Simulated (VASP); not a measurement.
# TePb (P6_3/mmc) in VASP: further runs

The runs below take TePb through single point, with PBE.

All numbers are computed with VASP 6.6.1; they aren't measurements. Logs are shortened: lines on timing, memory, paths and dates and some standing lists are left out, and cuts for length are marked.

## (1) The cell of the first run

Symmetry: P6_3/mmc, No. 194, hexagonal system. The conventional cell has a = 4.465 Å, b = 4.465 Å, c = 7.886 Å, α = 90.00°, β = 90.00°, γ = 120.00°. Within 4.5 Å of Pb (site symmetry -3m) lie 6 Te at 3.25 Å and 8 Pb at 3.94 to 4.46 Å. Within 4.5 Å of Te (site symmetry -6m2) lie 6 Pb at 3.25 Å and 6 Te at 4.46 Å.

## (2) Single point, PBE (34.03 Å³/atom)

Contents of INCAR:

```
PREC     = Accurate       # precision mode
ENCUT    = 520            # plane-wave cutoff, eV
EDIFF    = 1E-6           # SCF threshold, eV
ISMEAR   = 0              # smearing method
SIGMA    = 0.05           # smearing width, eV
LREAL    = False          # projectors in reciprocal space
LASPH    = True           # aspherical terms in the spheres
NELM     = 80             # most SCF steps
ALGO     = Normal         # electronic algorithm
ISIF     = 2              # what is computed and relaxed
LWAVE    = False          # write WAVECAR
LCHARG   = True           # write CHGCAR
GGA      = PE             # functional
LELF     = True           # ELF
LVHAR    = True         
NBANDS   = 28             # bands
```

Contents of KPOINTS:

```
regular mesh
0
Gamma
  8 8 6
```

Contents of POSCAR:

```
TePb
1.0
    4.4648387248      0.0000000000      0.0000000000
   -2.2324193624      3.8666637595      0.0000000000
    0.0000000000      0.0000000000      7.8855801163
Pb Te
2 2
Direct
    0.0000000000      0.0000000000      0.0000000000
    0.0000000000      0.0000000000      0.5000000000
    0.3333333333      0.6666666667      0.2500000000
    0.6666666667      0.3333333333      0.7500000000
```

Potentials or basis: VASP PAW PBE potentials, release 64 (Pb_d, Te).

On the command line:

```console
$ cat potpaw_PBE.64/Pb_d/POTCAR potpaw_PBE.64/Te/POTCAR > POTCAR
$ mpirun -np 1 vasp_std > vasp.out
```

OUTCAR:

```text
PREC = Accurate
   ENCUT = 520
   EDIFF = 1E-6
   ISMEAR = 0
   LREAL = False
   LASPH = True
   NELM = 80
   ISIF = 2
   GGA = PE

 ion  position               nearest neighbor table
   1  0.000  0.000  0.000-   3 3.25   4 3.25   4 3.25   3 3.25   4 3.25   3 3.25   2 3.94   2 3.94

   2  0.000  0.000  0.500-   3 3.25   4 3.25   4 3.25   3 3.25   4 3.25   3 3.25   1 3.94   1 3.94

   3  0.333  0.667  0.250-   1 3.25   2 3.25   1 3.25   2 3.25   1 3.25   2 3.25
   4  0.667  0.333  0.750-   1 3.25   2 3.25   1 3.25   2 3.25   1 3.25   2 3.25

  LATTYP: Found a hexagonal cell.
 ALAT       =     4.4648387248
 C/A-ratio  =     1.7661511652

  Lattice vectors:

 A1 = (   4.4648387248,   0.0000000000,   0.0000000000)
 A2 = (  -2.2324193624,   3.8666637595,   0.0000000000)
 A3 = (   0.0000000000,   0.0000000000,   7.8855801163)

Analysis of symmetry for initial positions (statically):
=====================================================================
 Subroutine PRICEL returns:
 Original cell was already a primitive cell.

 Routine SETGRP: Setting up the symmetry group for a
 hexagonal supercell.

 Subroutine GETGRP returns: Found 24 space group operations
 (whereof 12 operations were pure point group operations)
 out of a pool of 24 trial point group operations.

The static configuration has the point symmetry D_3d.
 The point group associated with its full space group is D_6h.

Analysis of symmetry for dynamics (positions and initial velocities):
=====================================================================
 Subroutine PRICEL returns:
 Original cell was already a primitive cell.

 Routine SETGRP: Setting up the symmetry group for a
 hexagonal supercell.

 Subroutine GETGRP returns: Found 24 space group operations
 (whereof 12 operations were pure point group operations)
 out of a pool of 24 trial point group operations.

The dynamic configuration has the point symmetry D_3d.
 The point group associated with its full space group is D_6h.

 Subroutine INISYM returns: Found 24 space group operations
 (whereof 12 operations are pure point group operations),
 and found     1 'primitive' translations

----------------------------------------------------------------------------------------

                                     Primitive cell

  volume of cell :     136.1369

  direct lattice vectors                    reciprocal lattice vectors
     4.464838725  0.000000000  0.000000000     0.223972256  0.129310442  0.000000000
    -2.232419362  3.866663760  0.000000000     0.000000000  0.258620884  0.000000000
     0.000000000  0.000000000  7.885580116     0.000000000  0.000000000  0.126813752

  length of vectors
     4.464838725  4.464838725  7.885580116     0.258620884  0.258620884  0.126813752

  position of ions in fractional coordinates (direct lattice)
     0.000000000  0.000000000  0.000000000
     0.000000000  0.000000000  0.500000000
     0.333333333  0.666666667  0.250000000
     0.666666667  0.333333333  0.750000000

  ion indices of the primitive-cell ions
   primitive index   ion index
                 1           1
                 2           2
                 3           3
                 4           4

----------------------------------------------------------------------------------------

 KPOINTS: regular mesh

Automatic generation of k-mesh.
 Grid dimensions read from file:
 generate k-points for:    8    8    6

 Generating k-lattice:

  Cartesian coordinates                     Fractional coordinates (reciprocal lattice)
     0.027996532  0.016163805  0.000000000     0.125000000  0.000000000  0.000000000
     0.000000000  0.032327611  0.000000000     0.000000000  0.125000000  0.000000000
     0.000000000  0.000000000  0.021135625     0.000000000  0.000000000  0.166666667

  Length of vectors
     0.032327611  0.032327611  0.021135625

  Shift w.r.t. Gamma in fractional coordinates (k-lattice)
     0.000000000  0.000000000  0.000000000

 Subroutine IBZKPT returns following result:
 ===========================================

 Found     40 irreducible k-points:

 Following reciprocal coordinates:
            Coordinates               Weight
  0.000000  0.000000  0.000000      1.000000
  0.125000 -0.000000  0.000000      6.000000
  0.250000 -0.000000  0.000000      6.000000
  0.375000 -0.000000  0.000000      6.000000
  0.500000 -0.000000  0.000000      3.000000
  0.125000  0.125000  0.000000      6.000000
[... 16 lines left out ...]
  0.250000 -0.000000  0.333333     12.000000
  0.375000 -0.000000  0.333333     12.000000
 [... further k-points ...]
   k-points           NKPTS =     40   k-points in BZ     NKDIM =     40   number of bands    NBANDS=     28
   number of dos      NEDOS =    301   number of ions     NIONS =      4
   total plane-waves  NPLWV =  77760
   dimension x,y,z NGX =    36 NGY =   36 NGZ =   60
   dimension x,y,z NGXF=    72 NGYF=   72 NGZF=  120
   ions per type =               2   2
   NGX,Y,Z   is equivalent  to a cutoff of  13.40, 13.40, 12.65 a.u.
   NGXF,Y,Z  is equivalent  to a cutoff of  26.81, 26.81, 25.30 a.u.
 SYSTEM =  unknown system
   PREC   = accura    normal or accurate (medium, high low for compatibility)
   ISTART =      0    job   : 0-new  1-cont  2-samecut
   ICHARG =      2    charge: 1-file 2-atom 10-const
   ISPIN  =      1    spin polarized calculation?
   LNONCOLLINEAR =      F non collinear calculations
   LSORBIT =      F    spin-orbit coupling
   LASPH  =      T    aspherical Exc in radial PAW
   ENCUT  =  520.0 eV  38.22 Ry    6.18 a.u.   8.30  8.30 14.66*2*pi/ulx,y,z
   NELM   =     80;   NELMIN=  2; NELMDL= -5     # of ELM steps
   EDIFF  = 0.1E-05   stopping-criterion for ELM
   LREAL  =      F    real-space projection
   EDIFFG = 0.1E-04   stopping-criterion for IOM
   NSW    =      0    number of steps for IOM
   IBRION =     -1    ionic relax: 0-MD 1-quasi-New 2-CG
   NFREE  =      0    steps in history (QN), initial steepest desc. (CG)
   ISIF   =      2    stress and relaxation
   ISYM   =      2    0-nonsym 1-usesym 2-fastsym
   POTIM  = 0.5000    time-step for ionic-motion
   TEBEG  =    0.0;   TEEND  =   0.0 temperature during run
   PSTRESS=    0.0 pullay stress
   NELECT =      40.0000    total number of electrons
   NUPDOWN=      -1.0000    fix difference up-down
   EMIN   =  10.00;   EMAX   =-10.00  energy-range for DOS
   EFERMI =   0.00;   METHOD = LEGACY
   ISMEAR =     0;   SIGMA  =   0.05  broadening in eV -4-tet -1-fermi 0-gaus
   EFERMI_NEDOS =   21; number of points for ismear=-14 and -15
   IALGO  =     38    algorithm
   IMIX   =      4    mixing-type and parameters
     AMIX     =   0.40;   BMIX     =  1.00
     AMIX_MAG =   1.60;   BMIX_MAG =  1.00
  volume/ion in A,a.u.               =      34.03       229.67
  Fermi-wavevector in a.u.,A,eV,Ry     =   1.088352  2.056688 16.116251  1.184511
  Thomas-Fermi vector in A             =   2.224532
   LORBIT       =      0    0 simple, 1 ext, 2 COOP (PROOUT), +10 PAW based schemes
   GGA     = PE    functional components
   LHFCALC =     F    Hartree Fock is set to
   AEXX    =    0.0000 exact exchange contribution
   IVDW    =     0    specifies the selected vdW correction
   LEPSILON=     F    determine dielectric tensor
   LRPA    =     F    only Hartree local field effects (RPA)
 non-spin polarized calculation
 Gauss-broadening in eV      SIGMA  =   0.05
  energy-cutoff  :      520.00
  volume of cell :      136.14
 maximum number of plane-waves:      3690
 NGX is ok and might be reduce to    36
   NGX = 17   NGY = 17   NGZ = 29

 number of electron      39.9999996 magnetization

 Free energy of the ion-electron system (eV)
  ---------------------------------------------------
  ext. energy  EPLUGINS =         0.00000000
  ---------------------------------------------------
  free energy    TOTEN  =       -14.85390448 eV

  energy without entropy =      -14.85379974  energy(sigma->0) =      -14.85385211

 E-fermi :   6.1297     XC(G=0):  -9.2464

 val. band max:        6.0935390179   @ k =   0.0000   0.0000   0.0000
 cond. band min:       6.1904954449   @ k =   0.5000  -0.0000   0.0000
 fundamental gap:      0.0969564270
 Fermi energy:         6.1296852702

 k-point     1 :       0.0000    0.0000    0.0000
  band No.  band energies     occupation
      1     -11.2369      2.00000
      2     -11.2226      2.00000
      3     -11.2226      2.00000
      4     -11.2073      2.00000
      5     -11.2073      2.00000
      6     -11.1954      2.00000
[... 20 lines left out ...]
     27      10.4893      0.00000
     28      12.0085      0.00000

 k-point     2 :       0.1250   -0.0000    0.0000
  band No.  band energies     occupation
      1     -11.2353      2.00000
      2     -11.2285      2.00000
      3     -11.2203      2.00000
      4     -11.2086      2.00000
      5     -11.2038      2.00000
      6     -11.1973      2.00000
[... 20 lines left out ...]
     27      10.7454      0.00000
     28      10.9028      0.00000

 k-point     3 :       0.2500   -0.0000    0.0000
  band No.  band energies     occupation
      1     -11.2451      2.00000
      2     -11.2306      2.00000
      3     -11.2169      2.00000
      4     -11.2124      2.00000
      5     -11.2000      2.00000
      6     -11.1957      2.00000
[... 20 lines left out ...]
     27      10.5393      0.00000
     28      11.9393      0.00000

 k-point     4 :       0.3750   -0.0000    0.0000
  band No.  band energies     occupation
      1     -11.2617      2.00000
      2     -11.2275      2.00000
      3     -11.2169      2.00000
      4     -11.2161      2.00000
      5     -11.2011      2.00000
      6     -11.1884      2.00000
[... 578 lines left out ...]
     27      11.3560      0.00000
     28      12.0461      0.00000

 k-point    23 :       0.2500   -0.0000    0.3333
  band No.  band energies     occupation
      1     -11.2350      2.00000
      2     -11.2186      2.00000
      3     -11.2099      2.00000
      4     -11.2090      2.00000
      5     -11.1992      2.00000
      6     -11.1955      2.00000
[... 20 lines left out ...]
     27      11.0918      0.00000
     28      11.8788      0.00000

 k-point    24 :       0.3750   -0.0000    0.3333
  band No.  band energies     occupation
      1     -11.2485      2.00000
      2     -11.2256      2.00000
      3     -11.2078      2.00000
      4     -11.2078      2.00000
      5     -11.1947      2.00000
      6     -11.1933      2.00000
[... 20 lines left out ...]
     27      11.3955      0.00000
     28      12.4657      0.00000

 [... further k-points ...]

------------------------ aborting loop because EDIFF is reached ----------------------------------------

  FORCE on cell =-STRESS in cart. coord.  units (eV):
  Direction    XX          YY          ZZ          XY          YZ          ZX
  --------------------------------------------------------------------------------------
  -------------------------------------------------------------------------------------
  Total        1.9435355      1.9435355      1.9982602      0.0000000      0.0000000      0.0000000
  in kB       22.8732155     22.8732155     23.5172633      0.0000000      0.0000000      0.0000000
  external PRESSURE =      23.0878981 kB  Pullay stress =       0.0000000 kB

 VOLUME and BASIS-vectors are now :
 -----------------------------------------------------------------------------
  energy-cutoff  :      520.00
  volume of cell :      136.14
      direct lattice vectors                 reciprocal lattice vectors
     4.464838725  0.000000000  0.000000000     0.223972256  0.129310442  0.000000000
    -2.232419362  3.866663760  0.000000000     0.000000000  0.258620884  0.000000000
     0.000000000  0.000000000  7.885580116     0.000000000  0.000000000  0.126813752

 POSITION                                       TOTAL-FORCE (eV/Angst)
 -----------------------------------------------------------------------------------
      0.00000      0.00000      0.00000        -0.000000      0.000000      0.000000
      0.00000      0.00000      3.94279        -0.000000      0.000000      0.000000
     -0.00000      2.57778      1.97140        -0.000000      0.000000     -0.000000
      2.23242      1.28889      5.91419         0.000000      0.000000     -0.000000
 -----------------------------------------------------------------------------------
    total drift:                               -0.000000      0.000000     -0.000000

  FREE ENERGIE OF THE ION-ELECTRON SYSTEM (eV)
  ---------------------------------------------------
  free  energy   TOTEN  =       -14.8539044831 eV

  energy  without entropy=      -14.8537997435  energy(sigma->0) =      -14.85385211
```

Run time: 4.3 min. Hardware: 1 thread of Intel Xeon 8259CL, shared host; peak memory 0.33 GiB.

Results:

* Free energy: -14.8539 eV
* Pressure: 2.3 GPa
* Band gap on the k mesh: 0.10 eV (least direct gap 0.11 eV)

Caveat: spin-orbit coupling is left out, which moves the levels of the heavy elements. A k mesh can miss the band edges.

[end of part 1 of 2]
